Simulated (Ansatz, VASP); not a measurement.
Al3GaN4: VASP beside Ansatz

```
Al Ga N
1.0
     5.04341    0.00000    0.00004
     0.00000    3.13007    0.00000
    -0.00307    0.00000    5.33672
Al Ga N
3 1 4
Direct
  0.49975 0.50000 0.16781
  0.00030 0.50000 0.83447
  0.00054 0.00000 0.33107
  0.49840 0.00000 0.66682
  0.11157 0.00000 0.66783
  0.12329 0.50000 0.16861
  0.62585 0.50000 0.83868
  0.62389 0.00000 0.32470
```

Change from the starting cell: strain along c alone, the other axes held, atoms relaxed: -1.5 %.

Alike in both runs: functional PBEsol; k mesh 6 × 8 × 4; occupations gaussian, width 0.02 eV; no spin polarisation.

Ansatz relaxed the structure, and its values are those at the end. VASP's run is a single point on that final structure, the one shown.

```csv
,VASP,Ansatz
version,VASP 6.6.1,Ansatz 0.2.0
potentials or method,"VASP PAW PBE potentials, release 64 (Al, Ga_d, N), cutoff 520 eV","scalar-relativistic, plane waves, PAW"
valence electrons in the cell,42,42
```

```tsv
	VASP	Ansatz	Ansatz less VASP
gap on the k mesh at the Fermi level (eV)	3.61	3.59	-0.017
least direct gap on the mesh (eV)	3.61	3.59	-0.017
pressure (GPa)	3.1	3.1	+0.07
rms of the force components (eV/Å)	0.006	0.003	-0.0035
```

VASP's potentials were made for PBE, not for PBEsol. Ansatz's warnings: stress scf threshold loose.
